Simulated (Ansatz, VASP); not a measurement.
## In3As in VASP and in Ansatz

```
In As
1.0
     4.67168    0.00000    0.00000
     0.00000    4.67168    0.00000
     0.00000    0.00000    4.67168
In As
3 1
Cartesian
  0.0000 2.3358 2.3358
  2.3358 0.0000 2.3358
  2.3358 2.3358 0.0000
  0.0000 0.0000 0.0000
```

Alike in both runs: task relaxation of cell and atoms; functional r2SCAN; k mesh 10 × 10 × 10; occupations gaussian, width 0.1 eV; no spin polarisation.

|  | VASP | Ansatz |
| --- | --- | --- |
| version | VASP 6.6.1 | Ansatz 0.2.0 |
| potentials or method | VASP PAW PBE potentials, release 64 (In_d, As), cutoff 600 eV | scalar-relativistic, plane waves, PAW |
| valence electrons in the cell | 44 | 54 |

VASP gave:

```
gap on the k mesh at the Fermi level, each at its own relaxed structure (eV) : none
relaxed volume (Å³/atom)                                                     : 24.84
relaxed cell length with the largest relative difference (Å)                 : 4.632
```

Q: Which values does Ansatz return?

A: gap on the k mesh at the Fermi level, each at its own relaxed structure (eV): none; relaxed volume (Å³/atom): 24.79; relaxed cell length with the largest relative difference (Å): 4.629.

VASP's potentials were made for PBE, not for r2SCAN. A gap of «none» marks a metal or a gap that the smearing closes. VASP's potentials hold 44 valence electrons a cell and Ansatz's 54, so a difference there can come from the potentials and not from the codes.
